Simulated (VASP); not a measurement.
# Pd (Pm-3m) in VASP: single point with PBEsol

Aim: the single point of Pd with PBEsol.

Everything below comes from runs of VASP 6.6.1. Logs are shortened: lines on timing, memory, paths and dates and some standing lists are left out, and cuts for length are marked.

### Step 1. The cell of the first run

The structure is cubic, space group Pm-3m (No. 221). The conventional cell has a = 3.447 Å, b = 3.447 Å, c = 3.447 Å, α = 90.00°, β = 90.00°, γ = 90.00°. Within 4.5 Å of Pd (site symmetry m-3m) lie 6 Pd at 3.45 Å.

### Step 2. Single point, PBEsol

Contents of INCAR:

```
SYSTEM = Pd
ALGO = Normal
EDIFF = 1E-7
ENCUT = 520
GGA = PS
ISIF = 2
ISMEAR = -1
LASPH = .True.
LCHARG = .True.
LELF = .True.
LREAL = .False.
LVHAR = .True.
LWAVE = .False.
NBANDS = 11
NELM = 60
PREC = Accurate
SIGMA = 0.15
```

Contents of KPOINTS:

```
k-points
0
Gamma
  8 8 8
  0 0 0
```

Contents of POSCAR:

```
Pd
1.0
    3.4470000000      0.0000000000      0.0000000000
    0.0000000000      3.4470000000      0.0000000000
    0.0000000000      0.0000000000      3.4470000000
Pd
1
Direct
    0.0000000000      0.0000000000      0.0000000000
```

Potentials or basis: VASP PAW PBE potentials, release 64 (Pd).

The run is started by

```console
cat potpaw_PBE.64/Pd/POTCAR > POTCAR
mpirun -np 1 vasp_std > vasp.out
```

OUTCAR:

```text
SYSTEM = Pd
   EDIFF = 1E-7
   ENCUT = 520
   GGA = PS
   ISIF = 2
   ISMEAR = -1
   LASPH = .True.
   LREAL = .False.
   NELM = 60
   PREC = Accurate

 ion  position               nearest neighbor table
   1  0.000  0.000  0.000-

  LATTYP: Found a simple cubic cell.
 ALAT       =     3.4470000000

  Lattice vectors:

 A1 = (   3.4470000000,   0.0000000000,   0.0000000000)
 A2 = (   0.0000000000,   3.4470000000,   0.0000000000)
 A3 = (   0.0000000000,   0.0000000000,   3.4470000000)

Analysis of symmetry for initial positions (statically):
=====================================================================
 Subroutine PRICEL returns:
 Original cell was already a primitive cell.

 Routine SETGRP: Setting up the symmetry group for a
 simple cubic supercell.

 Subroutine GETGRP returns: Found 48 space group operations
[... 9 lines left out ...]

 Routine SETGRP: Setting up the symmetry group for a
 simple cubic supercell.

 Subroutine GETGRP returns: Found 48 space group operations
[... 11 lines left out ...]
                                     Primitive cell

  volume of cell :      40.9566

  direct lattice vectors                    reciprocal lattice vectors
     3.447000000  0.000000000  0.000000000     0.290107340  0.000000000  0.000000000
     0.000000000  3.447000000  0.000000000     0.000000000  0.290107340  0.000000000
     0.000000000  0.000000000  3.447000000     0.000000000  0.000000000  0.290107340

  length of vectors
     3.447000000  3.447000000  3.447000000     0.290107340  0.290107340  0.290107340

  position of ions in fractional coordinates (direct lattice)
     0.000000000  0.000000000  0.000000000

  ion indices of the primitive-cell ions
   primitive index   ion index
                 1           1

----------------------------------------------------------------------------------------

 KPOINTS: k-points

Automatic generation of k-mesh.
 Grid dimensions read from file:
 generate k-points for:    8    8    8

 Generating k-lattice:

  Cartesian coordinates                     Fractional coordinates (reciprocal lattice)
     0.036263417  0.000000000  0.000000000     0.125000000  0.000000000  0.000000000
     0.000000000  0.036263417  0.000000000     0.000000000  0.125000000  0.000000000
     0.000000000  0.000000000  0.036263417     0.000000000  0.000000000  0.125000000

  Length of vectors
     0.036263417  0.036263417  0.036263417

  Shift w.r.t. Gamma in fractional coordinates (k-lattice)
     0.000000000  0.000000000  0.000000000

 Subroutine IBZKPT returns following result:
 ===========================================

 Found     35 irreducible k-points:

 Following reciprocal coordinates:
            Coordinates               Weight
  0.000000  0.000000  0.000000      1.000000
  0.125000  0.000000  0.000000      6.000000
  0.250000  0.000000  0.000000      6.000000
  0.375000  0.000000  0.000000      6.000000
  0.500000  0.000000  0.000000      3.000000
  0.125000  0.125000  0.000000     12.000000
[... 16 lines left out ...]
  0.375000  0.375000  0.125000     24.000000
  0.500000  0.375000  0.125000     24.000000
 [... further k-points ...]
   k-points           NKPTS =     35   k-points in BZ     NKDIM =     35   number of bands    NBANDS=     11
   number of dos      NEDOS =    301   number of ions     NIONS =      1
   total plane-waves  NPLWV =  21952
   dimension x,y,z NGX =    28 NGY =   28 NGZ =   28
   dimension x,y,z NGXF=    56 NGYF=   56 NGZF=   56
   ions per type =               1
   NGX,Y,Z   is equivalent  to a cutoff of  13.50, 13.50, 13.50 a.u.
   NGXF,Y,Z  is equivalent  to a cutoff of  27.01, 27.01, 27.01 a.u.
 SYSTEM =  Pd
   PREC   = accura    normal or accurate (medium, high low for compatibility)
   ISTART =      0    job   : 0-new  1-cont  2-samecut
   ICHARG =      2    charge: 1-file 2-atom 10-const
   ISPIN  =      1    spin polarized calculation?
   LNONCOLLINEAR =      F non collinear calculations
   LSORBIT =      F    spin-orbit coupling
   LASPH  =      T    aspherical Exc in radial PAW
   ENCUT  =  520.0 eV  38.22 Ry    6.18 a.u.   6.41  6.41  6.41*2*pi/ulx,y,z
   NELM   =     60;   NELMIN=  2; NELMDL= -5     # of ELM steps
   EDIFF  = 0.1E-06   stopping-criterion for ELM
   LREAL  =      F    real-space projection
   EDIFFG = 0.1E-05   stopping-criterion for IOM
   NSW    =      0    number of steps for IOM
   IBRION =     -1    ionic relax: 0-MD 1-quasi-New 2-CG
   NFREE  =      0    steps in history (QN), initial steepest desc. (CG)
   ISIF   =      2    stress and relaxation
   ISYM   =      2    0-nonsym 1-usesym 2-fastsym
   POTIM  = 0.5000    time-step for ionic-motion
   TEBEG  =    0.0;   TEEND  =   0.0 temperature during run
   PSTRESS=    0.0 pullay stress
   NELECT =      10.0000    total number of electrons
   NUPDOWN=      -1.0000    fix difference up-down
   EMIN   =  10.00;   EMAX   =-10.00  energy-range for DOS
   EFERMI =   0.00;   METHOD = LEGACY
   ISMEAR =    -1;   SIGMA  =   0.15  broadening in eV -4-tet -1-fermi 0-gaus
   EFERMI_NEDOS =   21; number of points for ismear=-14 and -15
   IALGO  =     38    algorithm
   IMIX   =      4    mixing-type and parameters
     AMIX     =   0.40;   BMIX     =  1.00
     AMIX_MAG =   1.60;   BMIX_MAG =  1.00
  volume/ion in A,a.u.               =      40.96       276.39
  Fermi-wavevector in a.u.,A,eV,Ry     =   1.023215  1.933596 14.244876  1.046969
  Thomas-Fermi vector in A             =   2.156936
   LORBIT       =      0    0 simple, 1 ext, 2 COOP (PROOUT), +10 PAW based schemes
   GGA     = PS    functional components
   LHFCALC =     F    Hartree Fock is set to
   AEXX    =    0.0000 exact exchange contribution
   IVDW    =     0    specifies the selected vdW correction
   LEPSILON=     F    determine dielectric tensor
   LRPA    =     F    only Hartree local field effects (RPA)
 non-spin polarized calculation
  energy-cutoff  :      520.00
  volume of cell :       40.96
 maximum number of plane-waves:      1141
 NGX is ok and might be reduce to    28
   NGX = 13   NGY = 13   NGZ = 13

 number of electron      10.0000002 magnetization

 Free energy of the ion-electron system (eV)
  ---------------------------------------------------
  ext. energy  EPLUGINS =         0.00000000
  ---------------------------------------------------
  free energy    TOTEN  =        -3.18913552 eV

  energy without entropy =       -2.98617816  energy(sigma->0) =       -3.08765684

 E-fermi :  -0.1073     XC(G=0):  -7.8806

 val. band max:       -0.1717626899   @ k =   0.5000   0.3750   0.3750
 cond. band min:      -0.0979609559   @ k =   0.2500   0.2500   0.1250
 fundamental gap:      0.0738017340
 Fermi energy:        -0.1072704014

 k-point     1 :       0.0000    0.0000    0.0000
  band No.  band energies     occupation
      1      -2.3649      2.00000
      2      -1.5300      1.99985
      3      -1.5300      1.99985
      4      -0.3540      1.67632
      5      -0.3540      1.67632
      6      -0.3540      1.67632
      7      10.5453      0.00000
      8      10.5453      0.00000
      9      10.5453      0.00000
     10      13.3472      0.00000
     11      13.7876      0.00000

 k-point     2 :       0.1250    0.0000    0.0000
  band No.  band energies     occupation
      1      -2.1648      2.00000
      2      -1.5136      1.99983
      3      -1.4305      1.99971
      4      -0.4089      1.76381
      5      -0.4089      1.76381
      6      -0.3493      1.66786
      7       8.6669      0.00000
      8      10.8168      0.00000
      9      10.8168      0.00000
     10      13.5844      0.00000
     11      13.8346      0.00000

 k-point     3 :       0.2500    0.0000    0.0000
  band No.  band energies     occupation
      1      -1.7530      1.99997
      2      -1.4737      1.99978
      3      -0.9788      1.99402
      4      -0.5369      1.89211
      5      -0.5369      1.89211
      6      -0.3382      1.64680
      7       6.0892      0.00000
      8      11.5686      0.00000
      9      11.5686      0.00000
     10      13.8421      0.00000
     11      13.9717      0.00000

 k-point     4 :       0.3750    0.0000    0.0000
  band No.  band energies     occupation
      1      -1.5126      1.99983
      2      -1.4333      1.99971
      3      -0.6591      1.95075
      4      -0.6591      1.95075
      5      -0.3270      1.62461
      6       0.1133      0.37366
      7       3.7416      0.00000
      8      12.5917      0.00000
      9      12.5917      0.00000
     10      14.1632      0.00000
     11      14.2082      0.00000

 k-point     5 :       0.5000    0.0000    0.0000
  band No.  band energies     occupation
      1      -1.4391      1.99972
      2      -1.4164      1.99968
      3      -0.7082      1.96425
      4      -0.7082      1.96425
      5      -0.3224      1.61512
      6       1.6397      0.00002
      7       1.8130      0.00001
      8      13.2283      0.00000
      9      13.2283      0.00000
     10      14.2717      0.00000
     11      14.4399      0.00000
[... 211 lines left out ...]
 k-point    21 :       0.3750    0.2500    0.1250
  band No.  band energies     occupation
      1      -1.2204      1.99880
      2      -1.0810      1.99697
      3      -0.7983      1.98023
      4      -0.7369      1.97039
      5      -0.5539      1.90310
      6       0.9541      0.00169
      7       4.7709      0.00000
      8       8.2105      0.00000
      9      11.3276      0.00000
     10      11.9820      0.00000
     11      14.6593      0.00000

 k-point    22 :       0.5000    0.2500    0.1250
  band No.  band energies     occupation
      1      -1.1906      1.99854
      2      -1.1222      1.99770
      3      -0.7904      1.97918
      4      -0.7589      1.97438
      5      -0.5365      1.89183
      6       2.1952      0.00000
      7       3.1271      0.00000
      8       9.0175      0.00000
      9      10.6234      0.00000
     10      12.4530      0.00000
     11      13.4327      0.00000

 k-point    23 :       0.3750    0.3750    0.1250
  band No.  band energies     occupation
      1      -1.2660      1.99912
      2      -1.1600      1.99821
      3      -0.7191      1.96670
      4      -0.7102      1.96472
      5      -0.3828      1.72519
      6       1.9066      0.00000
      7       5.2187      0.00000
      8       6.3060      0.00000
      9       9.8552      0.00000
     10      12.5353      0.00000
     11      15.5885      0.00000

 k-point    24 :       0.5000    0.3750    0.1250
  band No.  band energies     occupation
      1      -1.3359      1.99945
      2      -1.1351      1.99789
      3      -0.7639      1.97520
      4      -0.7036      1.96315
      5      -0.2546      1.45504
      6       3.0297      0.00000
      7       4.0122      0.00000
      8       6.5553      0.00000
      9       8.8793      0.00000
     10      13.5444      0.00000
     11      14.3061      0.00000

 [... further k-points ...]
[... 5 lines left out ...]
  --------------------------------------------------------------------------------------
  -------------------------------------------------------------------------------------
  Total       -2.5925941     -2.5925941     -2.5925941      0.0000000      0.0000000      0.0000000
  in kB     -101.4194541   -101.4194541   -101.4194541      0.0000000      0.0000000      0.0000000
  external PRESSURE =    -101.4194541 kB  Pullay stress =       0.0000000 kB

 VOLUME and BASIS-vectors are now :
 -----------------------------------------------------------------------------
  energy-cutoff  :      520.00
  volume of cell :       40.96
      direct lattice vectors                 reciprocal lattice vectors
     3.447000000  0.000000000  0.000000000     0.290107340  0.000000000  0.000000000
     0.000000000  3.447000000  0.000000000     0.000000000  0.290107340  0.000000000
     0.000000000  0.000000000  3.447000000     0.000000000  0.000000000  0.290107340

 POSITION                                       TOTAL-FORCE (eV/Angst)
 -----------------------------------------------------------------------------------
      0.00000      0.00000      0.00000         0.000000      0.000000      0.000000
 -----------------------------------------------------------------------------------
    total drift:                               -0.000000     -0.000000     -0.000000

  FREE ENERGIE OF THE ION-ELECTRON SYSTEM (eV)
  ---------------------------------------------------
  free  energy   TOTEN  =        -3.1891355229 eV

  energy  without entropy=       -2.9861781553  energy(sigma->0) =       -3.08765684
```

It took 11 s on 1 thread of Intel Xeon Platinum 8259CL at 2.50GHz (Skylake/Cascade Lake), shared host; peak memory 0.16 GiB.

What came out:

* Free energy: -3.1891 eV
* Pressure: -10.1 GPa
* Band gap on the k mesh: zero (band 5 reaches -0.06 eV, above the bottom of band 6 at -0.45 eV)

Caveat: the PAW data sets were made with another functional, which shifts forces and pressure a little.
